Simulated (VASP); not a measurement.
# LiNbO3 (R3c) in VASP: single point with PBE

Aim: the single point of LiNbO3 with PBE.

Everything below comes from runs of VASP 6.6.1. Logs are shortened: lines on timing, memory, paths and dates and some standing lists are left out, and cuts for length are marked.

## (1) The cell of the first run

The structure is trigonal, space group R3c (No. 161). Conventional cell: a = 5.292 Å, b = 5.292 Å, c = 13.913 Å, α = 90.00°, β = 90.00°, γ = 120.00°. Li (site symmetry 3) has 6 O at 2.11 to 2.56 Å within 2.8 Å. Within 2.5 Å of Nb (site symmetry 3) lie 6 O at 1.92 to 2.09 Å. Within 2.5 Å of O (site symmetry 1) lie 2 Nb at 1.92 to 2.09 Å and 1 Li at 2.11 Å.

## (2) Single point, PBE

The input, INCAR:

```
SYSTEM = LiNbO3
PREC = Accurate
ENCUT = 520
EDIFF = 1E-6
ISMEAR = -1
SIGMA = 0.1
LREAL = .FALSE.
LASPH = .TRUE.
NELM = 60
ALGO = Normal
ISIF = 2
LWAVE = .FALSE.
LCHARG = .FALSE.
GGA = PE
NBANDS = 45
```

The input, KPOINTS:

```
regular mesh
0
G
  6 6 6
  0 0 0
```

The input, POSCAR:

```
LiNbO3
1.0
    2.6459738900      1.5276573100      4.6375988700
   -2.6459738900      1.5276573100      4.6375988700
    0.0000000000     -3.0553045800      4.6375988700
Li Nb O
2 2 6
Direct
    0.2762000000      0.2762000000      0.2762000000
    0.7762000000      0.7762000000      0.7762000000
    0.0093000000      0.0093000000      0.0093000000
    0.5093000000      0.5093000000      0.5093000000
    0.1402000000      0.3561000000      0.7536000000
    0.7536000000      0.1402000000      0.3561000000
    0.3561000000      0.7536000000      0.1402000000
    0.2536000000      0.8561000000      0.6402000000
    0.8561000000      0.6402000000      0.2536000000
    0.6402000000      0.2536000000      0.8561000000
```

Potentials or basis: VASP PAW PBE potentials, release 64 (Li_sv, Nb_sv, O).

On the command line:

```bash
$ cat potpaw_PBE.64/Li_sv/POTCAR potpaw_PBE.64/Nb_sv/POTCAR potpaw_PBE.64/O/POTCAR > POTCAR
$ mpirun -np 1 vasp_std > vasp.out
```

OUTCAR:

```text
SYSTEM = LiNbO3
   PREC = Accurate
   ENCUT = 520
   EDIFF = 1E-6
   ISMEAR = -1
   LREAL = .FALSE.
   LASPH = .TRUE.
   NELM = 60
   ISIF = 2
   GGA = PE

 ion  position               nearest neighbor table
   1  0.276  0.276  0.276-   9 2.11  10 2.11   8 2.11
   2  0.776  0.776  0.776-   5 2.11   6 2.11   7 2.11
   3  0.009  0.009  0.009-   6 1.92   7 1.92   5 1.92   8 2.09  10 2.09   9 2.09
   4  0.509  0.509  0.509-  10 1.92   8 1.92   9 1.92   7 2.09   6 2.09   5 2.09
   5  0.140  0.356  0.754-   3 1.92   4 2.09   2 2.11
   6  0.754  0.140  0.356-   3 1.92   4 2.09   2 2.11
   7  0.356  0.754  0.140-   3 1.92   4 2.09   2 2.11
   8  0.254  0.856  0.640-   4 1.92   3 2.09   1 2.11
   9  0.856  0.640  0.254-   4 1.92   3 2.09   1 2.11
  10  0.640  0.254  0.856-   4 1.92   3 2.09   1 2.11

  LATTYP: Found a trigonal (rhomboedric) cell.
 ALAT       =     5.5535788427
 COS(alpha) =     0.5460003497

  Lattice vectors:

 A1 = (   2.6459738900,   1.5276573100,   4.6375988700)
 A2 = (  -2.6459738900,   1.5276573100,   4.6375988700)
 A3 = (   0.0000000000,  -3.0553045800,   4.6375988700)

Analysis of symmetry for initial positions (statically):
=====================================================================
 Subroutine PRICEL returns:
 Original cell was already a primitive cell.

 Routine SETGRP: Setting up the symmetry group for a
 trigonal (rhombohedral) supercell.

 Subroutine GETGRP returns: Found  6 space group operations
 (whereof  3 operations were pure point group operations)
 out of a pool of 12 trial point group operations.

The static configuration has the point symmetry C_3 .
 The point group associated with its full space group is C_3v.

Analysis of symmetry for dynamics (positions and initial velocities):
=====================================================================
 Subroutine PRICEL returns:
 Original cell was already a primitive cell.

 Routine SETGRP: Setting up the symmetry group for a
 trigonal (rhombohedral) supercell.

 Subroutine GETGRP returns: Found  6 space group operations
 (whereof  3 operations were pure point group operations)
 out of a pool of 12 trial point group operations.

The dynamic configuration has the point symmetry C_3 .
 The point group associated with its full space group is C_3v.

 Subroutine INISYM returns: Found  6 space group operations
 (whereof  3 operations are pure point group operations),
 and found     1 'primitive' translations

----------------------------------------------------------------------------------------

                                     Primitive cell

  volume of cell :     112.4747

  direct lattice vectors                    reciprocal lattice vectors
     2.645973890  1.527657310  4.637598870     0.188966339  0.109099751  0.071876197
    -2.645973890  1.527657310  4.637598870    -0.188966339  0.109099751  0.071876197
     0.000000000 -3.055304580  4.637598870     0.000000000 -0.218199502  0.071876433

  length of vectors
     5.553578843  5.553578843  5.553576267     0.229732933  0.229732933  0.229732984

  position of ions in fractional coordinates (direct lattice)
     0.276200000  0.276200000  0.276200000
     0.776200000  0.776200000  0.776200000
     0.009300000  0.009300000  0.009300000
     0.509300000  0.509300000  0.509300000
     0.140200000  0.356100000  0.753600000
     0.753600000  0.140200000  0.356100000
     0.356100000  0.753600000  0.140200000
     0.253600000  0.856100000  0.640200000
     0.856100000  0.640200000  0.253600000
     0.640200000  0.253600000  0.856100000

  ion indices of the primitive-cell ions
   primitive index   ion index
                 1           1
                 2           2
                 3           3
                 4           4
                 5           5
                 6           6
                 7           7
                 8           8
                 9           9
                10          10

----------------------------------------------------------------------------------------

 KPOINTS: regular mesh

Automatic generation of k-mesh.
 Grid dimensions read from file:
 generate k-points for:    6    6    6

 Generating k-lattice:

  Cartesian coordinates                     Fractional coordinates (reciprocal lattice)
     0.031494390  0.018183292  0.011979366     0.166666667  0.000000000  0.000000000
    -0.031494390  0.018183292  0.011979366     0.000000000  0.166666667  0.000000000
     0.000000000 -0.036366584  0.011979405     0.000000000  0.000000000  0.166666667

  Length of vectors
     0.038288822  0.038288822  0.038288831

  Shift w.r.t. Gamma in fractional coordinates (k-lattice)
     0.000000000  0.000000000  0.000000000

 Subroutine IBZKPT returns following result:
 ===========================================

 Found     32 irreducible k-points:

 Following reciprocal coordinates:
            Coordinates               Weight
  0.000000  0.000000  0.000000      1.000000
  0.166667 -0.000000  0.000000      6.000000
  0.333333  0.000000  0.000000      6.000000
  0.500000 -0.000000  0.000000      3.000000
  0.166667  0.166667  0.000000      6.000000
  0.333333  0.166667  0.000000     12.000000
[... 16 lines left out ...]
  0.500000  0.500000  0.166667      6.000000
 -0.333333  0.500000  0.166667     12.000000
 [... further k-points ...]
   k-points           NKPTS =     32   k-points in BZ     NKDIM =     32   number of bands    NBANDS=     45
   number of dos      NEDOS =    301   number of ions     NIONS =     10
   total plane-waves  NPLWV =  74088
   dimension x,y,z NGX =    42 NGY =   42 NGZ =   42
   dimension x,y,z NGXF=    84 NGYF=   84 NGZF=   84
   ions per type =               2   2   6
   NGX,Y,Z   is equivalent  to a cutoff of  12.57, 12.57, 12.57 a.u.
   NGXF,Y,Z  is equivalent  to a cutoff of  25.15, 25.15, 25.15 a.u.
 SYSTEM =  LiNbO3
   PREC   = accura    normal or accurate (medium, high low for compatibility)
   ISTART =      0    job   : 0-new  1-cont  2-samecut
   ICHARG =      2    charge: 1-file 2-atom 10-const
   ISPIN  =      1    spin polarized calculation?
   LNONCOLLINEAR =      F non collinear calculations
   LSORBIT =      F    spin-orbit coupling
   LASPH  =      T    aspherical Exc in radial PAW
   ENCUT  =  520.0 eV  38.22 Ry    6.18 a.u.  10.33 10.33 10.33*2*pi/ulx,y,z
   NELM   =     60;   NELMIN=  2; NELMDL= -5     # of ELM steps
   EDIFF  = 0.1E-05   stopping-criterion for ELM
   LREAL  =      F    real-space projection
   EDIFFG = 0.1E-04   stopping-criterion for IOM
   NSW    =      0    number of steps for IOM
   IBRION =     -1    ionic relax: 0-MD 1-quasi-New 2-CG
   NFREE  =      0    steps in history (QN), initial steepest desc. (CG)
   ISIF   =      2    stress and relaxation
   ISYM   =      2    0-nonsym 1-usesym 2-fastsym
   POTIM  = 0.5000    time-step for ionic-motion
   TEBEG  =    0.0;   TEEND  =   0.0 temperature during run
   PSTRESS=    0.0 pullay stress
   NELECT =      68.0000    total number of electrons
   NUPDOWN=      -1.0000    fix difference up-down
   EMIN   =  10.00;   EMAX   =-10.00  energy-range for DOS
   EFERMI =   0.00;   METHOD = LEGACY
   ISMEAR =    -1;   SIGMA  =   0.10  broadening in eV -4-tet -1-fermi 0-gaus
   EFERMI_NEDOS =   21; number of points for ismear=-14 and -15
   IALGO  =     38    algorithm
   IMIX   =      4    mixing-type and parameters
     AMIX     =   0.40;   BMIX     =  1.00
     AMIX_MAG =   1.60;   BMIX_MAG =  1.00
  volume/ion in A,a.u.               =      11.25        75.90
  Fermi-wavevector in a.u.,A,eV,Ry     =   1.384287  2.615923 26.072171  1.916251
  Thomas-Fermi vector in A             =   2.508805
   LORBIT       =      0    0 simple, 1 ext, 2 COOP (PROOUT), +10 PAW based schemes
   GGA     = PE    functional components
   LHFCALC =     F    Hartree Fock is set to
   AEXX    =    0.0000 exact exchange contribution
   IVDW    =     0    specifies the selected vdW correction
   LEPSILON=     F    determine dielectric tensor
   LRPA    =     F    only Hartree local field effects (RPA)
 non-spin polarized calculation
  energy-cutoff  :      520.00
  volume of cell :      112.47
 maximum number of plane-waves:      3060
 NGX is ok and might be reduce to    42
   NGX = 21   NGY = 21   NGZ = 21

 number of electron      68.0000002 magnetization

 Free energy of the ion-electron system (eV)
  ---------------------------------------------------
  ext. energy  EPLUGINS =         0.00000000
  ---------------------------------------------------
  free energy    TOTEN  =       -79.77543374 eV

  energy without entropy =      -79.77543266  energy(sigma->0) =      -79.77543320

 E-fermi :   4.7043     XC(G=0): -10.4833

 val. band max:        3.2253935985   @ k =  -0.1667   0.1667   0.0000
 cond. band min:       6.0133523981   @ k =   0.0000   0.0000   0.0000
 fundamental gap:      2.7879587996
 Fermi energy:         4.7042567667

 k-point     1 :       0.0000    0.0000    0.0000
  band No.  band energies     occupation
      1     -51.1866      2.00000
      2     -51.1744      2.00000
      3     -40.0789      2.00000
      4     -40.0776      2.00000
      5     -27.4205      2.00000
      6     -27.4205      2.00000
[... 37 lines left out ...]
     44      13.2145      0.00000
     45      13.8869      0.00000

 k-point     2 :       0.1667   -0.0000    0.0000
  band No.  band energies     occupation
      1     -51.1857      2.00000
      2     -51.1752      2.00000
      3     -40.0789      2.00000
      4     -40.0776      2.00000
      5     -27.4116      2.00000
      6     -27.4110      2.00000
[... 37 lines left out ...]
     44      13.3160      0.00000
     45      13.6534      0.00000

 k-point     3 :       0.3333    0.0000    0.0000
  band No.  band energies     occupation
      1     -51.1835      2.00000
      2     -51.1774      2.00000
      3     -40.0786      2.00000
      4     -40.0779      2.00000
      5     -27.3865      2.00000
      6     -27.3847      2.00000
[... 997 lines left out ...]
     44      12.6790      0.00000
     45      12.9606      0.00000

 k-point    24 :      -0.3333    0.5000    0.1667
  band No.  band energies     occupation
      1     -51.1815      2.00000
      2     -51.1794      2.00000
      3     -40.0784      2.00000
      4     -40.0781      2.00000
      5     -27.4252      2.00000
      6     -27.4228      2.00000
[... 37 lines left out ...]
     44      12.7690      0.00000
     45      13.0854      0.00000

 [... further k-points ...]
[... 5 lines left out ...]
  --------------------------------------------------------------------------------------
  -------------------------------------------------------------------------------------
  Total       -1.0559507     -1.0559510     -0.8566089      0.0000000     -0.0000006      0.0000000
  in kB      -15.0417808    -15.0417852    -12.2022018      0.0000000     -0.0000088      0.0000000
  external PRESSURE =     -14.0952560 kB  Pullay stress =       0.0000000 kB

 VOLUME and BASIS-vectors are now :
 -----------------------------------------------------------------------------
  energy-cutoff  :      520.00
  volume of cell :      112.47
      direct lattice vectors                 reciprocal lattice vectors
     2.645973890  1.527657310  4.637598870     0.188966339  0.109099751  0.071876197
    -2.645973890  1.527657310  4.637598870    -0.188966339  0.109099751  0.071876197
     0.000000000 -3.055304580  4.637598870     0.000000000 -0.218199502  0.071876433

 POSITION                                       TOTAL-FORCE (eV/Angst)
 -----------------------------------------------------------------------------------
      0.00000      0.00000      3.84271        -0.000000      0.000000      0.063885
      0.00000      0.00001     10.79911        -0.000000      0.000000      0.063885
      0.00000      0.00000      0.12939        -0.000000      0.000000      0.415504
      0.00000      0.00001      7.08579        -0.000000      0.000000      0.415504
     -0.57127     -1.54430      5.79653        -0.246204      0.397483     -0.159796
      1.62304      0.27743      5.79653        -0.221129     -0.411961     -0.159796
     -1.05177      1.26689      5.79653         0.467333      0.014477     -0.159796
     -1.59420     -0.26076      8.11533        -0.467333      0.014477     -0.159796
      0.57127      1.51101      8.11533         0.246204      0.397483     -0.159796
      1.02293     -1.25023      8.11533         0.221129     -0.411961     -0.159796
 -----------------------------------------------------------------------------------
    total drift:                                0.000000     -0.000050     -0.000253

  FREE ENERGIE OF THE ION-ELECTRON SYSTEM (eV)
  ---------------------------------------------------
  free  energy   TOTEN  =       -79.7754337395 eV

  energy  without entropy=      -79.7754326641  energy(sigma->0) =      -79.77543320
```

Wall time 2.6 min (1 thread of Intel Xeon Platinum 8488C (Sapphire Rapids), shared host); peak memory 0.32 GiB.

Results:

* Free energy: -79.7754 eV
* Largest force: 0.494 eV/Å
* Band gap on the k mesh: 2.79 eV, indirect (least direct gap 2.82 eV)

Forces in eV/Å, atoms in the order of the input:
```
Li   0.000  0.000  0.064
Li   0.000  0.000  0.064
Nb   0.000  0.000  0.416
Nb   0.000  0.000  0.416
O   -0.246  0.397 -0.160
O   -0.221 -0.412 -0.160
O    0.467  0.014 -0.160
O   -0.467  0.014 -0.160
O    0.246  0.397 -0.160
O    0.221 -0.412 -0.160
```

Levels at points of the mesh, in eV from the valence-band top:
| k point | band 31 | band 32 | band 33 | band 34 | band 35 | band 36 | band 37 | band 38 |
| --- | --- | --- | --- | --- | --- | --- | --- | --- |
| (0.00, 0.00, 0.00) | -0.42 | -0.33 | -0.03 | -0.03 | 2.79 | 2.79 | 3.05 | 4.89 |
| (0.50, 0.00, 0.00) | -0.33 | -0.33 | -0.24 | -0.24 | 4.02 | 4.02 | 4.35 | 4.35 |
| (0.50, 0.50, 0.00) | -0.94 | -0.57 | -0.49 | -0.14 | 2.80 | 3.87 | 4.25 | 4.43 |
| (0.50, 0.50, 0.50) | -0.32 | -0.32 | -0.32 | -0.32 | 4.25 | 4.25 | 4.52 | 4.52 |

Caveat: the cutoff is under 1.25 times the usual one of these potentials, so pressure, stress and relaxed cells hold a basis-set (Pulay) error. Expect the measured gap to be larger: semilocal functionals such as PBE lack the derivative discontinuity.
